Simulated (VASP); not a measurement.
# TePb (Fm-3m) in VASP: notebook

The runs below take TePb through single point, with r2SCAN.

Everything below comes from runs of VASP 6.6.1. Logs are shortened: lines on timing, memory, paths and dates and some standing lists are left out, and cuts for length are marked.

### 1 The cell of the first run

The structure is cubic, space group Fm-3m (No. 225). Conventional cell: a = 6.536 Å, b = 6.536 Å, c = 6.536 Å, α = 90.00°, β = 90.00°, γ = 90.00°. Pb (site symmetry m-3m) has 6 Te at 3.27 Å within 4.3 Å. Within 4.3 Å of Te (site symmetry m-3m) lie 6 Pb at 3.27 Å.

### 2 Single point, r2SCAN

The input, POSCAR:

```
TePb
1.0
    0.0000000000      3.2678368418      3.2678368418
    3.2678368418      0.0000000000      3.2678368418
    3.2678368418      3.2678368418      0.0000000000
Pb Te
1 1
Direct
    0.0000000000      0.0000000000      0.0000000000
    0.5000000000      0.5000000000      0.5000000000
```

The input, INCAR.step1:

```
ALGO     = Normal         # electronic algorithm
EDIFF    = 1E-4           # SCF threshold, eV
ENCUT    = 520            # plane-wave cutoff, eV
GGA      = PE             # functional
ISMEAR   = 0              # smearing method
LASPH    = True           # aspherical terms in the spheres
LCHARG   = False          # write CHGCAR
LREAL    = False          # projectors in reciprocal space
LWAVE    = True           # write WAVECAR
NBANDS   = 17             # bands
NELM     = 60             # most SCF steps
PREC     = Accurate       # precision mode
SIGMA    = 0.01           # smearing width, eV
```

The input, INCAR.step2:

```
ALGO     = Normal         # electronic algorithm
EDIFF    = 1E-6           # SCF threshold, eV
ENCUT    = 520            # plane-wave cutoff, eV
ISIF     = 2              # what is computed and relaxed
ISMEAR   = 0              # smearing method
ISTART   = 1            
LASPH    = True           # aspherical terms in the spheres
LCHARG   = False          # write CHGCAR
LMIXTAU  = True         
LREAL    = False          # projectors in reciprocal space
LWAVE    = False          # write WAVECAR
METAGGA  = R2SCAN         # meta-GGA
NBANDS   = 17             # bands
NELM     = 60             # most SCF steps
PREC     = Accurate       # precision mode
SIGMA    = 0.01           # smearing width, eV
```

The input, KPOINTS:

```
k-points
0
Gamma
  6 6 6
```

Potentials or basis: VASP PAW PBE potentials, release 64 (Pb_d, Te).

Command:

```sh
$ cat potpaw_PBE.64/Pb_d/POTCAR potpaw_PBE.64/Te/POTCAR > POTCAR
$ cp INCAR.step1 INCAR
$ mpirun -np 1 vasp_std > vasp.out
$ cp INCAR.step2 INCAR
$ mpirun -np 1 vasp_std > vasp.out
```

OUTCAR:

```text
EDIFF = 1E-6
   ENCUT = 520
   ISIF = 2
   ISMEAR = 0
   ISTART = 1
   LASPH = True
   LREAL = False
   METAGGA = R2SCAN
   NELM = 60
   PREC = Accurate

 ion  position               nearest neighbor table
   1  0.000  0.000  0.000-   2 3.27   2 3.27   2 3.27   2 3.27   2 3.27   2 3.27
   2  0.500  0.500  0.500-   1 3.27   1 3.27   1 3.27   1 3.27   1 3.27   1 3.27

  LATTYP: Found a face centered cubic cell.
 ALAT       =     6.5356736836

  Lattice vectors:

 A1 = (   0.0000000000,   3.2678368418,   3.2678368418)
 A2 = (   3.2678368418,   0.0000000000,   3.2678368418)
 A3 = (   3.2678368418,   3.2678368418,   0.0000000000)

Analysis of symmetry for initial positions (statically):
=====================================================================
 Subroutine PRICEL returns:
 Original cell was already a primitive cell.

 Routine SETGRP: Setting up the symmetry group for a
 face centered cubic supercell.

 Subroutine GETGRP returns: Found 48 space group operations
 (whereof 48 operations were pure point group operations)
 out of a pool of 48 trial point group operations.

The static configuration has the point symmetry O_h .

Analysis of symmetry for dynamics (positions and initial velocities):
=====================================================================
 Subroutine PRICEL returns:
 Original cell was already a primitive cell.

 Routine SETGRP: Setting up the symmetry group for a
 face centered cubic supercell.

 Subroutine GETGRP returns: Found 48 space group operations
 (whereof 48 operations were pure point group operations)
 out of a pool of 48 trial point group operations.

The dynamic configuration has the point symmetry O_h .

 Subroutine INISYM returns: Found 48 space group operations
 (whereof 48 operations are pure point group operations),
 and found     1 'primitive' translations

----------------------------------------------------------------------------------------

                                     Primitive cell

  volume of cell :      69.7929

  direct lattice vectors                    reciprocal lattice vectors
     0.000000000  3.267836842  3.267836842    -0.153006415  0.153006415  0.153006415
     3.267836842  0.000000000  3.267836842     0.153006415 -0.153006415  0.153006415
     3.267836842  3.267836842  0.000000000     0.153006415  0.153006415 -0.153006415

[... 70 lines left out ...]
   LSORBIT =      F    spin-orbit coupling
   LASPH  =      T    aspherical Exc in radial PAW
   ENCUT  =  520.0 eV  38.22 Ry    6.18 a.u.   8.59  8.59  8.59*2*pi/ulx,y,z
   NELM   =     60;   NELMIN=  2; NELMDL=  0     # of ELM steps
   EDIFF  = 0.1E-05   stopping-criterion for ELM
   LREAL  =      F    real-space projection
   EDIFFG = 0.1E-04   stopping-criterion for IOM
   NSW    =      0    number of steps for IOM
   IBRION =     -1    ionic relax: 0-MD 1-quasi-New 2-CG
   NFREE  =      0    steps in history (QN), initial steepest desc. (CG)
   ISIF   =      2    stress and relaxation
   ISYM   =      2    0-nonsym 1-usesym 2-fastsym
   POTIM  = 0.5000    time-step for ionic-motion
   TEBEG  =    0.0;   TEEND  =   0.0 temperature during run
   PSTRESS=    0.0 pullay stress
   NELECT =      20.0000    total number of electrons
   NUPDOWN=      -1.0000    fix difference up-down
   EMIN   =  10.00;   EMAX   =-10.00  energy-range for DOS
   EFERMI =   0.00;   METHOD = LEGACY
   ISMEAR =     0;   SIGMA  =   0.01  broadening in eV -4-tet -1-fermi 0-gaus
   EFERMI_NEDOS =   21; number of points for ismear=-14 and -15
   IALGO  =     38    algorithm
   IMIX   =      4    mixing-type and parameters
     AMIX     =   0.40;   BMIX     =  1.00
     AMIX_MAG =   1.60;   BMIX_MAG =  1.00
  volume/ion in A,a.u.               =      34.90       235.49
  Fermi-wavevector in a.u.,A,eV,Ry     =   1.079314  2.039608 15.849680  1.164919
  Thomas-Fermi vector in A             =   2.215276
   LORBIT       =      0    0 simple, 1 ext, 2 COOP (PROOUT), +10 PAW based schemes
   METAGGA = R2SCAN    functional components
   LHFCALC =     F    Hartree Fock is set to
   AEXX    =    0.0000 exact exchange contribution
   IVDW    =     0    specifies the selected vdW correction
   LEPSILON=     F    determine dielectric tensor
   LRPA    =     F    only Hartree local field effects (RPA)
 non-spin polarized calculation
 Gauss-broadening in eV      SIGMA  =   0.01
  energy-cutoff  :      520.00
  volume of cell :       69.79
 maximum number of plane-waves:      1895
 NGX is ok and might be reduce to    36
   NGX = 17   NGY = 17   NGZ = 17

 number of electron      20.0000002 magnetization

 Free energy of the ion-electron system (eV)
  ---------------------------------------------------
  ext. energy  EPLUGINS =         0.00000000
  ---------------------------------------------------
  free energy    TOTEN  =       -82.70640301 eV

  energy without entropy =      -82.70640301  energy(sigma->0) =      -82.70640301

 E-fermi :   5.1144     XC(G=0):  -9.6530

 val. band max:        5.0670542502   @ k =   0.5000   0.0000   0.0000
 cond. band min:       6.1599659105   @ k =   0.5000   0.0000   0.0000
 fundamental gap:      1.0929116603
 Fermi energy:         5.1144120186

 k-point     1 :       0.0000    0.0000    0.0000
  band No.  band energies     occupation
      1     -12.2490      2.00000
      2     -12.2490      2.00000
      3     -12.2399      2.00000
      4     -12.2399      2.00000
      5     -12.2399      2.00000
      6      -7.1536      2.00000
[... 297 lines left out ...]
      4     -12.2254      2.00000
      5     -12.2173      2.00000
      6      -5.3828      2.00000
[... 9 lines left out ...]
     16      16.2250      0.00000
     17      17.0920      0.00000

------------------------ aborting loop because EDIFF is reached ----------------------------------------

  FORCE on cell =-STRESS in cart. coord.  units (eV):
  Direction    XX          YY          ZZ          XY          YZ          ZX
  --------------------------------------------------------------------------------------
  -------------------------------------------------------------------------------------
  Total       -0.0066474     -0.0066474     -0.0066474      0.0000000     -0.0000000      0.0000000
  in kB       -0.1525990     -0.1525990     -0.1525990      0.0000000     -0.0000000      0.0000000
  external PRESSURE =      -0.1525990 kB  Pullay stress =       0.0000000 kB

 VOLUME and BASIS-vectors are now :
 -----------------------------------------------------------------------------
  energy-cutoff  :      520.00
  volume of cell :       69.79
      direct lattice vectors                 reciprocal lattice vectors
     0.000000000  3.267836842  3.267836842    -0.153006415  0.153006415  0.153006415
     3.267836842  0.000000000  3.267836842     0.153006415 -0.153006415  0.153006415
     3.267836842  3.267836842  0.000000000     0.153006415  0.153006415 -0.153006415

 POSITION                                       TOTAL-FORCE (eV/Angst)
 -----------------------------------------------------------------------------------
      0.00000      0.00000      0.00000        -0.000000      0.000000     -0.000000
      3.26784      3.26784      3.26784         0.000000      0.000000      0.000000
 -----------------------------------------------------------------------------------
    total drift:                               -0.000000      0.000000      0.000000

  FREE ENERGIE OF THE ION-ELECTRON SYSTEM (eV)
  ---------------------------------------------------
  free  energy   TOTEN  =       -82.7064030097 eV

  energy  without entropy=      -82.7064030097  energy(sigma->0) =      -82.70640301
```

Run time: 38 s. Hardware: 1 thread of Intel Xeon 6975P-C (Granite Rapids), shared host; peak memory 0.21 GiB.

What came out:

```
Free energy            : -82.7064 eV
Pressure               : 0.0 GPa
Band gap on the k mesh : 1.09 eV, direct
```

Caveat: the PAW data sets were made with another functional, which shifts forces and pressure a little; spin-orbit coupling is left out, which moves the levels of the heavy elements. A k mesh can miss the band edges.

### 3 Single point, r2SCAN

POSCAR is that of step 2.

The input, INCAR.step1:

```
SYSTEM = TePb
PREC = Accurate ; ENCUT = 520
ISMEAR = 0 ; SIGMA = 0.01
LREAL = .False. ; LASPH = .True.
NELM = 80 ; NBANDS = 17
GGA = PE ; ALGO = Normal
EDIFF = 1E-4 ; LWAVE = .True.
LCHARG = .False.
```

The input, INCAR.step2:

```
SYSTEM = TePb
PREC = Accurate ; ENCUT = 520
EDIFF = 1E-6 ; ISMEAR = 0
SIGMA = 0.01 ; LREAL = .False.
LASPH = .True. ; NELM = 80
ALGO = Normal ; ISIF = 2
LWAVE = .False. ; LCHARG = .True.
METAGGA = R2SCAN ; LMIXTAU = .True.
LELF = .True. ; LVHAR = .True.
NBANDS = 17 ; ISTART = 1
```

The input, KPOINTS:

```
regular mesh
0
Gamma
  6 6 6
  0 0 0
```

Potentials or basis: VASP PAW PBE potentials, release 64 (Pb_d, Te).

Command:

```sh
$ cat potpaw_PBE.64/Pb_d/POTCAR potpaw_PBE.64/Te/POTCAR > POTCAR
$ cp INCAR.step1 INCAR
$ mpirun -np 1 vasp_std > vasp.out
$ cp INCAR.step2 INCAR
$ mpirun -np 1 vasp_std > vasp.out
```

Run time: 39 s. Hardware: 1 thread of Intel Xeon 6975P-C (Granite Rapids), shared host; peak memory 0.22 GiB.

Results (log left out):

| Quantity | Value |
| --- | --- |
| Free energy | -82.7064 eV |
| Pressure | 0.0 GPa |
| Band gap on the k mesh | 1.09 eV, direct |

Levels at points of the mesh, in eV from the valence-band top:
```
           k point  band 8  band 9  band 10  band 11  band 12  band 13
(0.00, 0.00, 0.00)   -1.35   -1.35    -1.35     4.32     4.32     4.32
(0.50, 0.00, 0.00)   -0.90   -0.90     0.00     1.09     1.51     1.51
(0.50, 0.50, 0.00)   -4.41   -2.76    -2.76     3.74     5.71     5.71
```

Caveat: the PAW data sets were made with another functional, which shifts forces and pressure a little; spin-orbit coupling is left out, which moves the levels of the heavy elements.
